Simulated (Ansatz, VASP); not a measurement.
## One calculation of Rb3CuAu, two programs

```
Rb Cu Au
1.0
     4.52932    0.00000    0.00000
    -2.26466    3.92250    0.00000
     0.00000    0.00000   14.23686
Rb Cu Au
3 1 1
Direct
  0.33333 0.66667 0.12544
  0.00000 0.00000 0.43425
  0.66667 0.33333 0.74472
  0.00000 0.00000 0.91701
  0.33333 0.66667 0.90299
```

Alike in both runs: task relaxation of cell and atoms; functional PBE; k mesh 6 × 6 × 2; occupations gaussian, width 0.1 eV; no spin polarisation.

|  | VASP | Ansatz |
| --- | --- | --- |
| version | VASP 6.6.1 | Ansatz 0.2.0 |
| potentials or method | VASP PAW PBE potentials, release 64 (Rb_sv, Cu, Au), cutoff 600 eV | scalar-relativistic, plane waves, PAW |
| valence electrons in the cell | 49 | 65 |

|  | VASP | Ansatz | Ansatz less VASP |
| --- | --- | --- | --- |
| gap on the k mesh at the Fermi level, each at its own relaxed structure (eV) | none | none | - |
| relaxed volume (Å³/atom) | 51.31 | 50.59 | -0.726 |
| relaxed length of the cell vector where the two differ most in proportion (Å) | 14.533 | 14.237 | -0.2957 |

A gap of «none» marks a metal or a gap that the smearing closes. VASP's potentials hold 49 valence electrons a cell and Ansatz's 65, so a difference there can come from the potentials and not from the codes.

Neither program's run includes spin-orbit coupling.
